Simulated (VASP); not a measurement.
Runs of VASP 6.6.1 on KF. The structure is that of space group Fm-3m (No. 225), or close to it. The cells are those of the table. 

```tsv
cell	gap on the mesh (eV)	pressure (GPa)
a = 3.803 Å, angles 60.0°, 2 atoms	6.73	-1.2
a = 3.779 Å, angles 60.0°, 2 atoms	6.83	(b)
a = 3.754 Å, angles 60.0°, 2 atoms	(a)	0.2
a = 3.729 Å, angles 60.0°, 2 atoms	7.05	0.9
a = 3.703 Å, angles 60.0°, 2 atoms	7.17	1.8
```

Alike in all rows: task electric field gradients; level r2SCAN; potentials or basis VASP PAW PBE potentials, release 64 (K_sv, F); no spin polarisation; k mesh 9 × 9 × 9; cutoff (eV) 520; smearing fermi-dirac 0.02 eV.

Estimate the missing entries.

(a) 6.94; (b) -0.5.

Caveats: the PAW data sets were made with another functional, which shifts forces and pressure a little.

A k mesh can miss the band edges.
